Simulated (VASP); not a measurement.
Input of a VASP 6.6.1 run:

Contents of INCAR:

```
SYSTEM = SrTl
  ALGO = Normal
  EDIFF = 1E-6
  ENCUT = 520
  GGA = CA
  ISIF = 2
  ISMEAR = 0
  LASPH = .True.
  LCHARG = .True.
  LELF = .True.
  LREAL = .False.
  LVHAR = .True.
  LWAVE = .False.
  NBANDS = 18
  NELM = 80
  PREC = Accurate
  SIGMA = 0.1
```

The input KPOINTS:

```
k-points
0
Gamma
  7 7 7
  0 0 0
```

Contents of POSCAR:

```
SrTl
1.0
    4.0320000000      0.0000000000      0.0000000000
    0.0000000000      4.0320000000      0.0000000000
    0.0000000000      0.0000000000      4.0320000000
Sr Tl
1 1
Direct
    0.0000000000      0.0000000000      0.0000000000
    0.5000000000      0.5000000000      0.5000000000
```

Potentials or basis: VASP PAW LDA potentials, release 64 (Sr_sv, Tl_d).

The run is started by

```console
$ cat potpaw_LDA.64/Sr_sv/POTCAR potpaw_LDA.64/Tl_d/POTCAR > POTCAR
$ mpirun -np 1 vasp_std > vasp.out
```

Q: What does it give for the pressure?

A: -2.0 GPa.
